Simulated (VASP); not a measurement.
# RbTe2 in VASP: notebook

The runs below take RbTe2 through single point, with PBE.

Program: VASP 6.6.1. These are calculated values, not measurements. Logs are shortened: lines on timing, memory, paths and dates and some standing lists are left out, and cuts for length are marked.

### Step 1. The cell of the first run

The cell holds a sheet with vacuum, 3 atoms: a = 5.795 Å, b = 5.795 Å, c = 18.000 Å, α = 90.00°, β = 90.00°, γ = 90.00°.

The cell was built from a structure type or drawn by symmetry, and may not be a known phase.

### Step 2. Single point, PBE

INCAR

```
SYSTEM = RbTe2
PREC = Accurate
ENCUT = 520
EDIFF = 1E-6
ISMEAR = 0
SIGMA = 0.1
LREAL = .False.
LASPH = .True.
NELM = 60
ALGO = Normal
ISIF = 2
LWAVE = .False.
LCHARG = .True.
LDIPOL = .True.
IDIPOL = 3
DIPOL = 0.5 0.5 0.500
GGA = PE
LELF = .True.
LVHAR = .True.
LVACPOTAV = .True.
NBANDS = 18
```

KPOINTS

```
regular mesh
0
Gamma
  4 4 1
  0 0 0
```

POSCAR

```
RbTe2
1.0
    5.7950078800      0.0000000000      0.0000000000
    0.0000000000      5.7950078800      0.0000000000
    0.0000000000      0.0000000000     18.0000000000
Rb Te
1 2
Direct
    0.5000000000      0.5000000000      0.5000000000
    0.0000000000      0.5000000000      0.6089363900
    0.5000000000      0.0000000000      0.3910636100
```

Potentials or basis: VASP PAW PBE potentials, release 64 (Rb_sv, Te).

Command:

```bash
cat potpaw_PBE.64/Rb_sv/POTCAR potpaw_PBE.64/Te/POTCAR > POTCAR
mpirun -np 1 vasp_std > vasp.out
```

OUTCAR:

```text
SYSTEM = RbTe2
   PREC = Accurate
   ENCUT = 520
   EDIFF = 1E-6
   ISMEAR = 0
   LREAL = .False.
   LASPH = .True.
   NELM = 60
   ISIF = 2
   GGA = PE

 ion  position               nearest neighbor table
   1  0.500  0.500  0.500-   2 3.50   3 3.50   3 3.50   2 3.50
   2  0.000  0.500  0.609-   1 3.50   1 3.50
   3  0.500  0.000  0.391-   1 3.50   1 3.50

  LATTYP: Found a simple tetragonal cell.
 ALAT       =     5.7950078800
 C/A-ratio  =     3.1061217470

  Lattice vectors:

 A1 = (   5.7950078800,   0.0000000000,   0.0000000000)
 A2 = (   0.0000000000,   5.7950078800,   0.0000000000)
 A3 = (   0.0000000000,   0.0000000000,  18.0000000000)

Analysis of symmetry for initial positions (statically):
=====================================================================
 Subroutine PRICEL returns:
 Original cell was already a primitive cell.

 Routine SETGRP: Setting up the symmetry group for a
 simple tetragonal supercell.

 Subroutine GETGRP returns: Found  8 space group operations
 (whereof  8 operations were pure point group operations)
 out of a pool of 16 trial point group operations.

The static configuration has the point symmetry D_2d.

Analysis of symmetry for dynamics (positions and initial velocities):
=====================================================================
 Subroutine PRICEL returns:
 Original cell was already a primitive cell.

 Routine SETGRP: Setting up the symmetry group for a
 simple tetragonal supercell.

 Subroutine GETGRP returns: Found  8 space group operations
 (whereof  8 operations were pure point group operations)
 out of a pool of 16 trial point group operations.

The dynamic configuration has the point symmetry D_2d.

 Subroutine INISYM returns: Found  8 space group operations
 (whereof  8 operations are pure point group operations),
 and found     1 'primitive' translations

----------------------------------------------------------------------------------------

                                     Primitive cell

  volume of cell :     604.4781

  direct lattice vectors                    reciprocal lattice vectors
     5.795007880  0.000000000  0.000000000     0.172562319  0.000000000  0.000000000
     0.000000000  5.795007880  0.000000000     0.000000000  0.172562319  0.000000000
     0.000000000  0.000000000 18.000000000     0.000000000  0.000000000  0.055555556

  length of vectors
     5.795007880  5.795007880 18.000000000     0.172562319  0.172562319  0.055555556

  position of ions in fractional coordinates (direct lattice)
     0.500000000  0.500000000  0.500000000
     0.000000000  0.500000000  0.608936390
     0.500000000  0.000000000  0.391063610

  ion indices of the primitive-cell ions
   primitive index   ion index
                 1           1
                 2           2
                 3           3

----------------------------------------------------------------------------------------

 KPOINTS: regular mesh

Automatic generation of k-mesh.
 Grid dimensions read from file:
 generate k-points for:    4    4    1

 Generating k-lattice:

  Cartesian coordinates                     Fractional coordinates (reciprocal lattice)
     0.043140580  0.000000000  0.000000000     0.250000000  0.000000000  0.000000000
     0.000000000  0.043140580  0.000000000     0.000000000  0.250000000  0.000000000
     0.000000000  0.000000000  0.055555556     0.000000000  0.000000000  1.000000000

  Length of vectors
     0.043140580  0.043140580  0.055555556

  Shift w.r.t. Gamma in fractional coordinates (k-lattice)
     0.000000000  0.000000000  0.000000000

 Subroutine IBZKPT returns following result:
 ===========================================

 Found      6 irreducible k-points:

 Following reciprocal coordinates:
            Coordinates               Weight
  0.000000  0.000000  0.000000      1.000000
  0.250000  0.000000  0.000000      4.000000
  0.500000  0.000000  0.000000      2.000000
  0.250000  0.250000  0.000000      4.000000
  0.500000  0.250000  0.000000      4.000000
  0.500000  0.500000  0.000000      1.000000
   k-points           NKPTS =      6   k-points in BZ     NKDIM =      6   number of bands    NBANDS=     18
   number of dos      NEDOS =    301   number of ions     NIONS =      3
   total plane-waves  NPLWV = 322560
   dimension x,y,z NGX =    48 NGY =   48 NGZ =  140
   dimension x,y,z NGXF=    96 NGYF=   96 NGZF=  280
   ions per type =               1   2
   NGX,Y,Z   is equivalent  to a cutoff of  13.77, 13.77, 12.93 a.u.
   NGXF,Y,Z  is equivalent  to a cutoff of  27.54, 27.54, 25.86 a.u.
 SYSTEM =  RbTe2
   PREC   = accura    normal or accurate (medium, high low for compatibility)
   ISTART =      0    job   : 0-new  1-cont  2-samecut
   ICHARG =      2    charge: 1-file 2-atom 10-const
   ISPIN  =      1    spin polarized calculation?
   LNONCOLLINEAR =      F non collinear calculations
   LSORBIT =      F    spin-orbit coupling
   LASPH  =      T    aspherical Exc in radial PAW
   ENCUT  =  520.0 eV  38.22 Ry    6.18 a.u.  10.77 10.77 33.47*2*pi/ulx,y,z
   NELM   =     60;   NELMIN=  2; NELMDL= -5     # of ELM steps
   EDIFF  = 0.1E-05   stopping-criterion for ELM
   LREAL  =      F    real-space projection
   EDIFFG = 0.1E-04   stopping-criterion for IOM
   NSW    =      0    number of steps for IOM
   IBRION =     -1    ionic relax: 0-MD 1-quasi-New 2-CG
   NFREE  =      0    steps in history (QN), initial steepest desc. (CG)
   ISIF   =      2    stress and relaxation
   ISYM   =      2    0-nonsym 1-usesym 2-fastsym
   POTIM  = 0.5000    time-step for ionic-motion
   TEBEG  =    0.0;   TEEND  =   0.0 temperature during run
   PSTRESS=    0.0 pullay stress
   NELECT =      21.0000    total number of electrons
   NUPDOWN=      -1.0000    fix difference up-down
   EMIN   =  10.00;   EMAX   =-10.00  energy-range for DOS
   EFERMI =   0.00;   METHOD = LEGACY
   ISMEAR =     0;   SIGMA  =   0.10  broadening in eV -4-tet -1-fermi 0-gaus
   EFERMI_NEDOS =   21; number of points for ismear=-14 and -15
   IALGO  =     38    algorithm
   IMIX   =      4    mixing-type and parameters
     AMIX     =   0.40;   BMIX     =  1.00
     AMIX_MAG =   1.60;   BMIX_MAG =  1.00
  volume/ion in A,a.u.               =     201.49      1359.74
  Fermi-wavevector in a.u.,A,eV,Ry     =   0.534180  1.009454  3.882401  0.285348
  Thomas-Fermi vector in A             =   1.558468
   LORBIT       =      0    0 simple, 1 ext, 2 COOP (PROOUT), +10 PAW based schemes
   GGA     = PE    functional components
   LHFCALC =     F    Hartree Fock is set to
   AEXX    =    0.0000 exact exchange contribution
   IVDW    =     0    specifies the selected vdW correction
   LEPSILON=     F    determine dielectric tensor
   LRPA    =     F    only Hartree local field effects (RPA)
 non-spin polarized calculation
 Gauss-broadening in eV      SIGMA  =   0.10
  energy-cutoff  :      520.00
  volume of cell :      604.48
 maximum number of plane-waves:     16312
 NGX is ok and might be reduce to    48
   NGX = 21   NGY = 21   NGZ = 67

 dipolmoment           0.000000      0.000000      0.000000 electrons x Angstroem

 number of electron      21.0000001 magnetization

 dipolmoment           0.000000      0.000000     -0.000000 electrons x Angstroem

 Free energy of the ion-electron system (eV)
  ---------------------------------------------------
  ext. energy  EPLUGINS =         0.00000000
  ---------------------------------------------------
  free energy    TOTEN  =        -4.74399803 eV

  energy without entropy =       -4.57550218  energy(sigma->0) =       -4.65975011

 E-fermi :  -4.3094     XC(G=0):  -2.5854

 val. band max:       -4.3151449557   @ k =   0.2500   0.0000   0.0000
 cond. band min:      -4.3060438207   @ k =   0.5000   0.5000   0.0000
 fundamental gap:      0.0091011350
 Fermi energy:        -4.3093810644

 k-point     1 :       0.0000    0.0000    0.0000
  band No.  band energies     occupation
      1     -30.1281      2.00000
      2     -14.4046      2.00000
      3     -14.2764      2.00000
      4     -14.2764      2.00000
      5     -13.3928      2.00000
      6     -13.1833      2.00000
[... 10 lines left out ...]
     17       1.4839      0.00000
     18       2.4741      0.00000

 k-point     2 :       0.2500    0.0000    0.0000
  band No.  band energies     occupation
      1     -30.1280      2.00000
      2     -14.4165      2.00000
      3     -14.3199      2.00000
      4     -14.2756      2.00000
      5     -13.3286      2.00000
      6     -13.1777      2.00000
[... 10 lines left out ...]
     17       1.7149      0.00000
     18       2.1580      0.00000

 k-point     3 :       0.5000    0.0000    0.0000
  band No.  band energies     occupation
      1     -30.1278      2.00000
      2     -14.4431      2.00000
      3     -14.3419      2.00000
      4     -14.2748      2.00000
      5     -13.2716      2.00000
      6     -13.1716      2.00000
[... 10 lines left out ...]
     17       1.8760      0.00000
     18       1.9883      0.00000

 k-point     4 :       0.2500    0.2500    0.0000
  band No.  band energies     occupation
      1     -30.1278      2.00000
      2     -14.4200      2.00000
      3     -14.3670      2.00000
      4     -14.2751      2.00000
      5     -13.2684      2.00000
      6     -13.1725      2.00000
[... 10 lines left out ...]
     17       1.6645      0.00000
     18       2.0485      0.00000

 k-point     5 :       0.5000    0.2500    0.0000
  band No.  band energies     occupation
      1     -30.1276      2.00000
      2     -14.4414      2.00000
      3     -14.3925      2.00000
      4     -14.2726      2.00000
      5     -13.2144      2.00000
      6     -13.1669      2.00000
[... 10 lines left out ...]
     17       1.8980      0.00000
     18       2.2338      0.00000

 k-point     6 :       0.5000    0.5000    0.0000
  band No.  band energies     occupation
      1     -30.1274      2.00000
      2     -14.4397      2.00000
      3     -14.4397      2.00000
      4     -14.2689      2.00000
      5     -13.1621      2.00000
      6     -13.1621      2.00000
[... 10 lines left out ...]
     17       2.2742      0.00000
     18       2.9067      0.00000

------------------------ aborting loop because EDIFF is reached ----------------------------------------

  FORCE on cell =-STRESS in cart. coord.  units (eV):
  Direction    XX          YY          ZZ          XY          YZ          ZX
  --------------------------------------------------------------------------------------
  -------------------------------------------------------------------------------------
  Total        0.4456057      0.4456057      0.4946897      0.0000000      0.0000000      0.0000000
  in kB        1.1810840      1.1810840      1.3111817      0.0000000      0.0000000      0.0000000
  external PRESSURE =       1.2244499 kB  Pullay stress =       0.0000000 kB

 VOLUME and BASIS-vectors are now :
 -----------------------------------------------------------------------------
  energy-cutoff  :      520.00
  volume of cell :      604.48
      direct lattice vectors                 reciprocal lattice vectors
     5.795007880  0.000000000  0.000000000     0.172562319  0.000000000  0.000000000
     0.000000000  5.795007880  0.000000000     0.000000000  0.172562319  0.000000000
     0.000000000  0.000000000 18.000000000     0.000000000  0.000000000  0.055555556

 POSITION                                       TOTAL-FORCE (eV/Angst)
 -----------------------------------------------------------------------------------
      2.89750      2.89750      9.00000         0.000000     -0.000000      0.000000
      0.00000      2.89750     10.96086         0.000000      0.000000      0.126928
      2.89750      0.00000      7.03914        -0.000000      0.000000     -0.126928
 -----------------------------------------------------------------------------------
    total drift:                                0.000000     -0.000000     -0.000000

  FREE ENERGIE OF THE ION-ELECTRON SYSTEM (eV)
  ---------------------------------------------------
  free  energy   TOTEN  =        -4.7439980270 eV

  energy  without entropy=       -4.5755021836  energy(sigma->0) =       -4.65975011

 vacuum level on the upper side and lower side of the slab         1.639         1.639
```

Run time: 2 min. Hardware: 1 thread of Intel Xeon Platinum 8375C at 2.90GHz (Ice Lake), shared host; peak memory 0.68 GiB.

What came out:

```
Free energy            : -4.7440 eV
Largest force          : 0.127 eV/Å
Band gap on the k mesh : zero (an odd number of electrons rules out a gap without spin polarisation)
```

Forces on the atoms (eV/Å):
```
Rb   0.000  0.000  0.000
Te   0.000  0.000  0.127
Te   0.000  0.000 -0.127
```

Levels at points of the mesh, in eV from the Fermi level:
```
           k point  band 8  band 9  band 10  band 11  band 12  band 13
(0.00, 0.00, 0.00)   -0.09   -0.04    -0.04     0.06     0.06     4.02
(0.50, 0.00, 0.00)   -0.29   -0.09    -0.01     0.01     0.07     5.38
(0.50, 0.50, 0.00)   -0.36   -0.08    -0.08     0.00     0.00     5.12
```

Caveat: spin-orbit coupling is left out, which moves the levels of the heavy elements.

[end of part 1 of 2]
